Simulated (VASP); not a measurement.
# Ru (P6_3/mmc) in VASP: notebook

Ru is run at these levels: r2SCAN; tasks: single point, relaxation of volume and atoms at fixed shape.

Program: VASP 6.6.1. These are calculated values, not measurements. Logs are shortened: lines on timing, memory, paths and dates and some standing lists are left out, and cuts for length are marked.

### Step 1. The cell of the first run

The structure is hexagonal, space group P6_3/mmc (No. 194). The conventional cell has a = 2.700 Å, b = 2.700 Å, c = 4.272 Å, α = 90.00°, β = 90.00°, γ = 120.00°. Within 3.5 Å of Ru (site symmetry -6m2) lie 12 Ru at 2.64 to 2.70 Å.

### Step 2. Single point, r2SCAN

File POSCAR:

```
Ru
1.0
    2.6997852864      0.0000000000      0.0000000000
   -1.3498926432      2.3380826428      0.0000000000
    0.0000000000      0.0000000000      4.2723813575
Ru
2
Direct
    0.3333333333      0.6666666667      0.2500000000
    0.6666666667      0.3333333333      0.7500000000
```

File INCAR.step1:

```
SYSTEM = Ru
PREC = Accurate ; ENCUT = 520
ISMEAR = 1 ; SIGMA = 0.1
LREAL = .False. ; LASPH = .True.
NELM = 100 ; NBANDS = 21
GGA = PE ; ALGO = Normal
EDIFF = 1E-4 ; LWAVE = .True.
LCHARG = .False.
```

File INCAR.step2:

```
SYSTEM = Ru
PREC = Accurate ; ENCUT = 520
EDIFF = 1E-6 ; ISMEAR = 1
SIGMA = 0.1 ; LREAL = .False.
LASPH = .True. ; NELM = 100
ALGO = Normal ; ISIF = 2
LWAVE = .False. ; LCHARG = .False.
METAGGA = R2SCAN ; LMIXTAU = .True.
NBANDS = 21 ; ISTART = 1
```

File KPOINTS:

```
regular mesh
0
Gamma
  9 9 5
  0 0 0
```

Potentials or basis: VASP PAW PBE potentials, release 64 (Ru_pv).

Started as:

```
$ cat potpaw_PBE.64/Ru_pv/POTCAR > POTCAR
$ cp INCAR.step1 INCAR
$ mpirun -np 1 vasp_std > vasp.out
$ cp INCAR.step2 INCAR
$ mpirun -np 1 vasp_std > vasp.out
```

OUTCAR:

```text
SYSTEM = Ru
   PREC = Accurate
   ENCUT = 520
   EDIFF = 1E-6
   ISMEAR = 1
   LREAL = .False.
   LASPH = .True.
   NELM = 100
   ISIF = 2
   METAGGA = R2SCAN
   ISTART = 1

 ion  position               nearest neighbor table
   1  0.333  0.667  0.250-   2 2.64   2 2.64   2 2.64   2 2.64   2 2.64   2 2.64
   2  0.667  0.333  0.750-   1 2.64   1 2.64   1 2.64   1 2.64   1 2.64   1 2.64

  LATTYP: Found a hexagonal cell.
 ALAT       =     2.6997852864
 C/A-ratio  =     1.5824893109

  Lattice vectors:

 A1 = (   2.6997852864,   0.0000000000,   0.0000000000)
 A2 = (  -1.3498926432,   2.3380826428,   0.0000000000)
 A3 = (   0.0000000000,   0.0000000000,   4.2723813575)

Analysis of symmetry for initial positions (statically):
=====================================================================
 Subroutine PRICEL returns:
 Original cell was already a primitive cell.

 Routine SETGRP: Setting up the symmetry group for a
 hexagonal supercell.

 Subroutine GETGRP returns: Found 24 space group operations
 (whereof 12 operations were pure point group operations)
 out of a pool of 24 trial point group operations.

The static configuration has the point symmetry D_3d.
 The point group associated with its full space group is D_6h.

Analysis of symmetry for dynamics (positions and initial velocities):
=====================================================================
 Subroutine PRICEL returns:
 Original cell was already a primitive cell.

 Routine SETGRP: Setting up the symmetry group for a
 hexagonal supercell.

 Subroutine GETGRP returns: Found 24 space group operations
 (whereof 12 operations were pure point group operations)
 out of a pool of 24 trial point group operations.

The dynamic configuration has the point symmetry D_3d.
 The point group associated with its full space group is D_6h.

 Subroutine INISYM returns: Found 24 space group operations
 (whereof 12 operations are pure point group operations),
 and found     1 'primitive' translations

----------------------------------------------------------------------------------------

                                     Primitive cell

  volume of cell :      26.9686

  direct lattice vectors                    reciprocal lattice vectors
     2.699785286  0.000000000  0.000000000     0.370399826  0.213850439  0.000000000
    -1.349892643  2.338082643  0.000000000     0.000000000  0.427700878  0.000000000
     0.000000000  0.000000000  4.272381357     0.000000000  0.000000000  0.234061503

  length of vectors
     2.699785286  2.699785286  4.272381357     0.427700878  0.427700878  0.234061503

  position of ions in fractional coordinates (direct lattice)
     0.333333333  0.666666667  0.250000000
     0.666666667  0.333333333  0.750000000

  ion indices of the primitive-cell ions
   primitive index   ion index
                 1           1
                 2           2

----------------------------------------------------------------------------------------

 KPOINTS: regular mesh

Automatic generation of k-mesh.
 Grid dimensions read from file:
 generate k-points for:    9    9    5

 Generating k-lattice:

  Cartesian coordinates                     Fractional coordinates (reciprocal lattice)
     0.041155536  0.023761160  0.000000000     0.111111111  0.000000000  0.000000000
     0.000000000  0.047522320  0.000000000     0.000000000  0.111111111  0.000000000
     0.000000000  0.000000000  0.046812301     0.000000000  0.000000000  0.200000000

  Length of vectors
     0.047522320  0.047522320  0.046812301

  Shift w.r.t. Gamma in fractional coordinates (k-lattice)
     0.000000000  0.000000000  0.000000000

 Subroutine IBZKPT returns following result:
 ===========================================

 Found     36 irreducible k-points:

 Following reciprocal coordinates:
            Coordinates               Weight
  0.000000  0.000000  0.000000      1.000000
  0.111111  0.000000  0.000000      6.000000
  0.222222  0.000000  0.000000      6.000000
  0.333333  0.000000  0.000000      6.000000
  0.444444  0.000000  0.000000      6.000000
  0.111111  0.111111  0.000000      6.000000
[... 16 lines left out ...]
  0.333333  0.222222  0.200000     24.000000
  0.333333  0.333333  0.200000      4.000000
 [... further k-points ...]
   k-points           NKPTS =     36   k-points in BZ     NKDIM =     36   number of bands    NBANDS=     21
   number of dos      NEDOS =    301   number of ions     NIONS =      2
   total plane-waves  NPLWV =  12800
   dimension x,y,z NGX =    20 NGY =   20 NGZ =   32
   dimension x,y,z NGXF=    40 NGYF=   40 NGZF=   64
   ions per type =               2
   NGX,Y,Z   is equivalent  to a cutoff of  12.32, 12.32, 12.45 a.u.
   NGXF,Y,Z  is equivalent  to a cutoff of  24.63, 24.63, 24.90 a.u.
 SYSTEM =  Ru
   PREC   = accura    normal or accurate (medium, high low for compatibility)
   ISTART =      1    job   : 0-new  1-cont  2-samecut
   ICHARG =      0    charge: 1-file 2-atom 10-const
   ISPIN  =      1    spin polarized calculation?
   LNONCOLLINEAR =      F non collinear calculations
   LSORBIT =      F    spin-orbit coupling
   LASPH  =      T    aspherical Exc in radial PAW
   ENCUT  =  520.0 eV  38.22 Ry    6.18 a.u.   5.02  5.02  7.94*2*pi/ulx,y,z
   NELM   =    100;   NELMIN=  2; NELMDL=  0     # of ELM steps
   EDIFF  = 0.1E-05   stopping-criterion for ELM
   LREAL  =      F    real-space projection
   EDIFFG = 0.1E-04   stopping-criterion for IOM
   NSW    =      0    number of steps for IOM
   IBRION =     -1    ionic relax: 0-MD 1-quasi-New 2-CG
   NFREE  =      0    steps in history (QN), initial steepest desc. (CG)
   ISIF   =      2    stress and relaxation
   ISYM   =      2    0-nonsym 1-usesym 2-fastsym
   POTIM  = 0.5000    time-step for ionic-motion
   TEBEG  =    0.0;   TEEND  =   0.0 temperature during run
   PSTRESS=    0.0 pullay stress
   NELECT =      28.0000    total number of electrons
   NUPDOWN=      -1.0000    fix difference up-down
   EMIN   =  10.00;   EMAX   =-10.00  energy-range for DOS
   EFERMI =   0.00;   METHOD = LEGACY
   ISMEAR =     1;   SIGMA  =   0.10  broadening in eV -4-tet -1-fermi 0-gaus
   EFERMI_NEDOS =   21; number of points for ismear=-14 and -15
   IALGO  =     38    algorithm
   IMIX   =      4    mixing-type and parameters
     AMIX     =   0.40;   BMIX     =  1.00
     AMIX_MAG =   1.60;   BMIX_MAG =  1.00
  volume/ion in A,a.u.               =      13.48        91.00
  Fermi-wavevector in a.u.,A,eV,Ry     =   1.657707  3.132612 37.388714  2.747993
  Thomas-Fermi vector in A             =   2.745414
   LORBIT       =      0    0 simple, 1 ext, 2 COOP (PROOUT), +10 PAW based schemes
   METAGGA = R2SCAN    functional components
   LHFCALC =     F    Hartree Fock is set to
   AEXX    =    0.0000 exact exchange contribution
   IVDW    =     0    specifies the selected vdW correction
   LEPSILON=     F    determine dielectric tensor
   LRPA    =     F    only Hartree local field effects (RPA)
 non-spin polarized calculation
 Methfessel and Paxton  Order N= 1 SIGMA  =   0.10
  energy-cutoff  :      520.00
  volume of cell :       26.97
 maximum number of plane-waves:       744
 NGX is ok and might be reduce to    20
   NGX =  9   NGY =  9   NGZ = 15

 number of electron      28.0000005 magnetization

 Free energy of the ion-electron system (eV)
  ---------------------------------------------------
  ext. energy  EPLUGINS =         0.00000000
  ---------------------------------------------------
  free energy    TOTEN  =       -50.88225322 eV

  energy without entropy =      -50.88201519  energy(sigma->0) =      -50.88217387

 E-fermi :  12.9474     XC(G=0): -15.4614

 val. band max:       12.9366970899   @ k =   0.1111   0.1111   0.4000
 cond. band min:      12.9504808407   @ k =   0.0000   0.0000   0.4000
 fundamental gap:      0.0137837508
 Fermi energy:        12.9473965742

 k-point     1 :       0.0000    0.0000    0.0000
  band No.  band energies     occupation
      1     -32.2577      2.00000
      2     -31.2542      2.00000
      3     -31.2542      2.00000
      4     -31.0678      2.00000
      5     -31.0678      2.00000
      6     -30.9970      2.00000
[... 13 lines left out ...]
     20      21.2310      0.00000
     21      23.7656      0.00000

 k-point     2 :       0.1111    0.0000    0.0000
  band No.  band energies     occupation
      1     -32.2118      2.00000
      2     -31.3509      2.00000
      3     -31.2865      2.00000
      4     -31.1683      2.00000
      5     -31.0812      2.00000
      6     -31.0185      2.00000
[... 13 lines left out ...]
     20      21.2310      0.00000
     21      23.6875      0.00000

 k-point     3 :       0.2222    0.0000    0.0000
  band No.  band energies     occupation
      1     -32.0850      2.00000
      2     -31.5958      2.00000
      3     -31.4139      2.00000
      4     -31.3642      2.00000
      5     -31.1181      2.00000
      6     -31.0829      2.00000
[... 13 lines left out ...]
     20      21.2311      0.00000
     21      23.4562      0.00000

 k-point     4 :       0.3333    0.0000    0.0000
  band No.  band energies     occupation
      1     -31.9104      2.00000
      2     -31.8738      2.00000
      3     -31.6792      2.00000
      4     -31.4481      2.00000
      5     -31.1863      2.00000
      6     -31.1634      2.00000
[... 13 lines left out ...]
     20      22.7834      0.00000
     21      23.1072      0.00000

 k-point     5 :       0.4444    0.0000    0.0000
  band No.  band energies     occupation
      1     -32.0542      2.00000
      2     -31.8455      2.00000
      3     -31.7540      2.00000
      4     -31.5010      2.00000
      5     -31.2959      2.00000
      6     -31.1941      2.00000
[... 13 lines left out ...]
     20      21.2310      0.00000
     21      24.3752      0.00000
[... 382 lines left out ...]
     20      21.2310      0.00000
     21      24.5276      0.00000

 k-point    22 :       0.2222    0.2222    0.2000
  band No.  band energies     occupation
      1     -31.9698      2.00000
      2     -31.8747      2.00000
      3     -31.5863      2.00000
      4     -31.5502      2.00000
      5     -31.3414      2.00000
      6     -31.2056      2.00000
[... 13 lines left out ...]
     20      21.2310      0.00000
     21      25.2114      0.00000

 k-point    23 :       0.3333    0.2222    0.2000
  band No.  band energies     occupation
      1     -32.0069      2.00000
      2     -31.8973      2.00000
      3     -31.7094      2.00000
      4     -31.5031      2.00000
      5     -31.4289      2.00000
      6     -31.2796      2.00000
[... 13 lines left out ...]
     20      21.2313      0.00000
     21      23.8440      0.00000

 k-point    24 :       0.3333    0.3333    0.2000
  band No.  band energies     occupation
      1     -31.8893      2.00000
      2     -31.8683      2.00000
      3     -31.8683      2.00000
      4     -31.5647      2.00000
      5     -31.3709      2.00000
      6     -31.3709      2.00000
[... 13 lines left out ...]
     20      21.2316      0.00000
     21      21.2499      0.00000

 [... further k-points ...]

------------------------ aborting loop because EDIFF is reached ----------------------------------------

  FORCE on cell =-STRESS in cart. coord.  units (eV):
  Direction    XX          YY          ZZ          XY          YZ          ZX
  --------------------------------------------------------------------------------------
  -------------------------------------------------------------------------------------
  Total        0.2181061      0.2181061      0.3067195     -0.0000000      0.0000000      0.0000000
  in kB       12.9574456     12.9574456     18.2218683     -0.0000000      0.0000000      0.0000000
  external PRESSURE =      14.7122532 kB  Pullay stress =       0.0000000 kB

 VOLUME and BASIS-vectors are now :
 -----------------------------------------------------------------------------
  energy-cutoff  :      520.00
  volume of cell :       26.97
      direct lattice vectors                 reciprocal lattice vectors
     2.699785286  0.000000000  0.000000000     0.370399826  0.213850439  0.000000000
    -1.349892643  2.338082643  0.000000000     0.000000000  0.427700878  0.000000000
     0.000000000  0.000000000  4.272381357     0.000000000  0.000000000  0.234061503

 POSITION                                       TOTAL-FORCE (eV/Angst)
 -----------------------------------------------------------------------------------
     -0.00000      1.55872      1.06810         0.000000     -0.000000      0.000000
      1.34989      0.77936      3.20429        -0.000000      0.000000      0.000000
 -----------------------------------------------------------------------------------
    total drift:                               -0.000000      0.000000     -0.000000

  FREE ENERGIE OF THE ION-ELECTRON SYSTEM (eV)
  ---------------------------------------------------
  free  energy   TOTEN  =       -50.8822532170 eV

  energy  without entropy=      -50.8820151881  energy(sigma->0) =      -50.88217387
```

Wall time 39 s (1 thread of AMD EPYC 9R45 (Zen 5), shared host); peak memory 0.12 GiB.

Results:

```yaml
Free_energy: -50.8823 eV
Pressure: 1.5 GPa
Band_gap_on_the_k_mesh: zero (band 14 reaches 14.37 eV, above the bottom of band 15 at 11.17 eV)
```

Caveat: the PAW data sets were made with another functional, which shifts forces and pressure a little.

[end of part 1 of 2]
